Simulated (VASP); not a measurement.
# AlN (I-4m2) in VASP: further runs, part 2 of 2

VASP 6.6.1. The steps go on from the part before.

## 4. Single point, r2SCAN (strain -0.0300 x Voigt [1, 1, 0, 0, 0, 0])

POSCAR reads:

```
AlN
1.0
    0.0000000000      2.1184737528      2.1839935596
    2.1184737528      0.0000000000      2.1839935596
    2.1184737528      2.1184737528      0.0000000000
Al N
1 1
Direct
    0.0000000000      0.0000000000      0.0000000000
    0.7500000000      0.7500000000      0.7500000000
```

INCAR.step1 reads:

```
PREC = Accurate
ENCUT = 520
ISMEAR = 0
SIGMA = 0.05
LREAL = False
LASPH = True
NELM = 60
NBANDS = 11
GGA = PE
ALGO = Normal
EDIFF = 1E-4
LWAVE = True
LCHARG = False
```

INCAR.step2 reads:

```
PREC = Accurate
ENCUT = 520
EDIFF = 1E-6
ISMEAR = 0
SIGMA = 0.05
LREAL = False
LASPH = True
NELM = 60
ALGO = Normal
ISIF = 2
LWAVE = False
LCHARG = True
METAGGA = R2SCAN
LMIXTAU = True
LELF = True
LVHAR = True
NBANDS = 11
ISTART = 1
```

KPOINTS reads:

```
Automatic mesh
0
Gamma
  10 10 10
```

Potentials or basis: VASP PAW PBE potentials, release 64 (Al, N).

Started as:

```bash
$ cat potpaw_PBE.64/Al/POTCAR potpaw_PBE.64/N/POTCAR > POTCAR
$ cp INCAR.step1 INCAR
$ mpirun -np 1 vasp_std > vasp.out
$ cp INCAR.step2 INCAR
$ mpirun -np 1 vasp_std > vasp.out
```

OUTCAR:

```text
PREC = Accurate
   ENCUT = 520
   EDIFF = 1E-6
   ISMEAR = 0
   LREAL = False
   LASPH = True
   NELM = 60
   ISIF = 2
   METAGGA = R2SCAN
   ISTART = 1

 ion  position               nearest neighbor table
   1  0.000  0.000  0.000-   2 1.85   2 1.85   2 1.85   2 1.85
   2  0.750  0.750  0.750-   1 1.85   1 1.85   1 1.85   1 1.85

  LATTYP: Found a body centered tetragonal cell.
 ALAT       =     2.9959743127
 C/A-ratio  =     1.4579521262

  Lattice vectors:

 A1 = (  -2.1184737528,   0.0000000000,   2.1839935596)
 A2 = (   2.1184737528,   0.0000000000,   2.1839935596)
 A3 = (   0.0000000000,   2.1184737528,  -2.1839935596)

Analysis of symmetry for initial positions (statically):
=====================================================================
 Subroutine PRICEL returns:
 Original cell was already a primitive cell.

 Routine SETGRP: Setting up the symmetry group for a
 body centered tetragonal supercell.

 Subroutine GETGRP returns: Found  8 space group operations
 (whereof  8 operations were pure point group operations)
 out of a pool of 16 trial point group operations.

The static configuration has the point symmetry D_2d.

Analysis of symmetry for dynamics (positions and initial velocities):
=====================================================================
 Subroutine PRICEL returns:
 Original cell was already a primitive cell.

 Routine SETGRP: Setting up the symmetry group for a
 body centered tetragonal supercell.

 Subroutine GETGRP returns: Found  8 space group operations
 (whereof  8 operations were pure point group operations)
 out of a pool of 16 trial point group operations.

The dynamic configuration has the point symmetry D_2d.

 Subroutine INISYM returns: Found  8 space group operations
 (whereof  8 operations are pure point group operations),
 and found     1 'primitive' translations

----------------------------------------------------------------------------------------

                                     Primitive cell

  volume of cell :      19.6032

  direct lattice vectors                    reciprocal lattice vectors
     0.000000000  2.118473753  2.183993560    -0.236018973  0.236018973  0.228938404
     2.118473753  0.000000000  2.183993560     0.236018973 -0.236018973  0.228938404
     2.118473753  2.118473753  0.000000000     0.236018973  0.236018973 -0.228938404

  length of vectors
     3.042656555  3.042656555  2.995974313     0.404750175  0.404750175  0.404750175

  position of ions in fractional coordinates (direct lattice)
     0.000000000  0.000000000  0.000000000
     0.750000000  0.750000000  0.750000000

  ion indices of the primitive-cell ions
   primitive index   ion index
                 1           1
                 2           2

----------------------------------------------------------------------------------------

 KPOINTS: Automatic mesh

Automatic generation of k-mesh.
 Grid dimensions read from file:
 generate k-points for:   10   10   10

 Generating k-lattice:

  Cartesian coordinates                     Fractional coordinates (reciprocal lattice)
    -0.023601897  0.023601897  0.022893840     0.100000000 -0.000000000  0.000000000
     0.023601897 -0.023601897  0.022893840    -0.000000000  0.100000000  0.000000000
     0.023601897  0.023601897 -0.022893840     0.000000000  0.000000000  0.100000000

  Length of vectors
     0.040475018  0.040475018  0.040475018

  Shift w.r.t. Gamma in fractional coordinates (k-lattice)
     0.000000000  0.000000000  0.000000000

 Subroutine IBZKPT returns following result:
 ===========================================

 Found    102 irreducible k-points:

 Following reciprocal coordinates:
            Coordinates               Weight
  0.000000  0.000000  0.000000      1.000000
  0.100000  0.000000  0.000000      8.000000
  0.200000  0.000000  0.000000      8.000000
  0.300000 -0.000000  0.000000      8.000000
  0.400000 -0.000000  0.000000      8.000000
  0.500000 -0.000000  0.000000      4.000000
[... 16 lines left out ...]
  0.300000  0.300000  0.000000      2.000000
  0.400000  0.300000  0.000000      8.000000
 [... further k-points ...]
   k-points           NKPTS =    102   k-points in BZ     NKDIM =    102   number of bands    NBANDS=     11
   number of dos      NEDOS =    301   number of ions     NIONS =      2
   total plane-waves  NPLWV =  13824
   dimension x,y,z NGX =    24 NGY =   24 NGZ =   24
   dimension x,y,z NGXF=    48 NGYF=   48 NGZF=   48
   ions per type =               1   1
   NGX,Y,Z   is equivalent  to a cutoff of  13.11, 13.11, 13.32 a.u.
   NGXF,Y,Z  is equivalent  to a cutoff of  26.23, 26.23, 26.64 a.u.
 SYSTEM =  unknown system
   PREC   = accura    normal or accurate (medium, high low for compatibility)
   ISTART =      1    job   : 0-new  1-cont  2-samecut
   ICHARG =      0    charge: 1-file 2-atom 10-const
   ISPIN  =      1    spin polarized calculation?
   LNONCOLLINEAR =      F non collinear calculations
   LSORBIT =      F    spin-orbit coupling
   LASPH  =      T    aspherical Exc in radial PAW
   ENCUT  =  520.0 eV  38.22 Ry    6.18 a.u.   5.66  5.66  5.57*2*pi/ulx,y,z
   NELM   =     60;   NELMIN=  2; NELMDL=  0     # of ELM steps
   EDIFF  = 0.1E-05   stopping-criterion for ELM
   LREAL  =      F    real-space projection
   EDIFFG = 0.1E-04   stopping-criterion for IOM
   NSW    =      0    number of steps for IOM
   IBRION =     -1    ionic relax: 0-MD 1-quasi-New 2-CG
   NFREE  =      0    steps in history (QN), initial steepest desc. (CG)
   ISIF   =      2    stress and relaxation
   ISYM   =      2    0-nonsym 1-usesym 2-fastsym
   POTIM  = 0.5000    time-step for ionic-motion
   TEBEG  =    0.0;   TEEND  =   0.0 temperature during run
   PSTRESS=    0.0 pullay stress
   NELECT =       8.0000    total number of electrons
   NUPDOWN=      -1.0000    fix difference up-down
   EMIN   =  10.00;   EMAX   =-10.00  energy-range for DOS
   EFERMI =   0.00;   METHOD = LEGACY
   ISMEAR =     0;   SIGMA  =   0.05  broadening in eV -4-tet -1-fermi 0-gaus
   EFERMI_NEDOS =   21; number of points for ismear=-14 and -15
   IALGO  =     38    algorithm
   IMIX   =      4    mixing-type and parameters
     AMIX     =   0.40;   BMIX     =  1.00
     AMIX_MAG =   1.60;   BMIX_MAG =  1.00
  volume/ion in A,a.u.               =       9.80        66.14
  Fermi-wavevector in a.u.,A,eV,Ry     =   1.214308  2.294710 20.062400  1.474545
  Thomas-Fermi vector in A             =   2.349732
   LORBIT       =      0    0 simple, 1 ext, 2 COOP (PROOUT), +10 PAW based schemes
   METAGGA = R2SCAN    functional components
   LHFCALC =     F    Hartree Fock is set to
   AEXX    =    0.0000 exact exchange contribution
   IVDW    =     0    specifies the selected vdW correction
   LEPSILON=     F    determine dielectric tensor
   LRPA    =     F    only Hartree local field effects (RPA)
 non-spin polarized calculation
 Gauss-broadening in eV      SIGMA  =   0.05
  energy-cutoff  :      520.00
  volume of cell :       19.60
 maximum number of plane-waves:       544
   NGX = 11   NGY = 11   NGZ = 11

 number of electron       7.9999999 magnetization

 Free energy of the ion-electron system (eV)
  ---------------------------------------------------
  ext. energy  EPLUGINS =         0.00000000
  ---------------------------------------------------
  free energy    TOTEN  =       -19.12031667 eV

  energy without entropy =      -19.12031667  energy(sigma->0) =      -19.12031667

 E-fermi :   6.6648     XC(G=0): -11.6985

 val. band max:        6.3373849843   @ k =  -0.1000   0.1000   0.0000
 cond. band min:      10.2123321872   @ k =   0.5000   0.0000   0.5000
 fundamental gap:      3.8749472029
 Fermi energy:         6.6648490474

 k-point     1 :       0.0000    0.0000    0.0000
  band No.  band energies     occupation
      1      -9.8264      2.00000
      2       6.1862      2.00000
      3       6.3270      2.00000
      4       6.3270      2.00000
      5      11.7486      0.00000
      6      20.4302      0.00000
      7      20.4302      0.00000
      8      20.4652      0.00000
      9      24.7323      0.00000
     10      25.8617      0.00000
     11      26.3794      0.00000
[... 309 lines left out ...]
 k-point    24 :       0.4000    0.3000    0.0000
  band No.  band energies     occupation
      1      -7.7385      2.00000
      2       1.8463      2.00000
      3       4.5895      2.00000
      4       4.9625      2.00000
      5      12.0290      0.00000
      6      17.3976      0.00000
      7      20.0409      0.00000
      8      22.8743      0.00000
      9      23.4349      0.00000
     10      29.7226      0.00000
     11      32.1679      0.00000

 [... further k-points ...]
[... 5 lines left out ...]
  --------------------------------------------------------------------------------------
  -------------------------------------------------------------------------------------
  Total        1.9422142      1.9422142      1.3652640      0.0000000      0.0000000      0.0000000
  in kB      158.7377392    158.7377392    111.5834245      0.0000000      0.0000000      0.0000000
  external PRESSURE =     143.0196343 kB  Pullay stress =       0.0000000 kB

 VOLUME and BASIS-vectors are now :
 -----------------------------------------------------------------------------
  energy-cutoff  :      520.00
  volume of cell :       19.60
      direct lattice vectors                 reciprocal lattice vectors
     0.000000000  2.118473753  2.183993560    -0.236018973  0.236018973  0.228938404
     2.118473753  0.000000000  2.183993560     0.236018973 -0.236018973  0.228938404
     2.118473753  2.118473753  0.000000000     0.236018973  0.236018973 -0.228938404

 POSITION                                       TOTAL-FORCE (eV/Angst)
 -----------------------------------------------------------------------------------
      0.00000      0.00000      0.00000         0.000000      0.000000      0.000000
      3.17771      3.17771      3.27599        -0.000000     -0.000000     -0.000000
 -----------------------------------------------------------------------------------
    total drift:                                0.000000      0.000000      0.000001

  FREE ENERGIE OF THE ION-ELECTRON SYSTEM (eV)
  ---------------------------------------------------
  free  energy   TOTEN  =       -19.1203166663 eV

  energy  without entropy=      -19.1203166663  energy(sigma->0) =      -19.12031667
```

OUTCAR.step1:

```text
PREC = Accurate
   ENCUT = 520
   ISMEAR = 0
   LREAL = False
   LASPH = True
[... 558 lines left out ...]
      0.00000      0.00000      0.00000        -0.000000     -0.000000     -0.000000
      3.17771      3.17771      3.27599         0.000000      0.000000      0.000000
 -----------------------------------------------------------------------------------
    total drift:                               -0.000000     -0.000000     -0.000000

  FREE ENERGIE OF THE ION-ELECTRON SYSTEM (eV)
  ---------------------------------------------------
  free  energy   TOTEN  =       -14.7463196266 eV

  energy  without entropy=      -14.7463196266  energy(sigma->0) =      -14.74631963
```

OSZICAR.step1:

```text
N       E                     dE             d eps       ncg     rms          rms(c)
DAV:   1     0.112225953778E+02    0.11223E+02   -0.38748E+03  2300   0.602E+02
DAV:   2    -0.163849831752E+02   -0.27608E+02   -0.26531E+02  2665   0.140E+02
DAV:   3    -0.172455220730E+02   -0.86054E+00   -0.85945E+00  2767   0.232E+01
DAV:   4    -0.172501564626E+02   -0.46344E-02   -0.46341E-02  2562   0.186E+00
DAV:   5    -0.172502110204E+02   -0.54558E-04   -0.54557E-04  2757   0.192E-01    0.893E+00
DAV:   6    -0.147630157411E+02    0.24872E+01   -0.11668E+01  2640   0.175E+01    0.292E+00
DAV:   7    -0.147528522216E+02    0.10164E-01   -0.21150E-01  2550   0.342E+00    0.215E+00
DAV:   8    -0.147475927109E+02    0.52595E-02   -0.26579E-02  2505   0.153E+00    0.572E-01
DAV:   9    -0.147462819109E+02    0.13108E-02   -0.37728E-03  2706   0.367E-01    0.234E-01
DAV:  10    -0.147463196266E+02   -0.37716E-04   -0.34288E-04  2439   0.122E-01
   1 F= -.14746320E+02 E0= -.14746320E+02  d E =-.786101E-14
```

Wall time 84 s (1 thread of Intel Xeon Platinum 8375C at 2.90GHz (Ice Lake), shared host); peak memory 0.15 GiB.

Results:

```yaml
Free_energy: -19.1203 eV
Pressure: 14.3 GPa
Band_gap_on_the_k_mesh: 3.87 eV (least direct gap 5.42 eV)
```

Stress tensor (GPa, compression positive):
```
15.87  0.00  0.00
 0.00 15.87  0.00
 0.00  0.00 11.16
```

Caveat: the cell differs from its parent crystal (strain -0.0300 x Voigt [1, 1, 0, 0, 0, 0]); the cell stands under pressure; the PAW data sets were made with another functional, which shifts forces and pressure a little. A k mesh can miss the band edges.

## 5. The runs side by side

```tsv
cell	gap on the mesh (eV)	pressure (GPa)
a = 2.997, b = 2.997, c = 2.903 Å, angles 61.0, 61.0, 57.9°, 2 atoms	3.78	32.8
a = 3.020, b = 3.020, c = 2.950 Å, angles 60.8, 60.8, 58.5°, 2 atoms	3.83	23.0
a = 3.043, b = 3.043, c = 2.996 Å, angles 60.5, 60.5, 59.0°, 2 atoms	3.87	14.3
```

Alike in all rows: task single point; level r2SCAN; potentials or basis VASP PAW PBE potentials, release 64 (Al, N); no spin polarisation; k mesh 10 × 10 × 10; cutoff (eV) 520; smearing gaussian 0.05 eV.

Caveats: the cell stands under pressure; the PAW data sets were made with another functional, which shifts forces and pressure a little.

Total energies depend on the potentials used, so only differences within one code and one set of settings carry meaning.
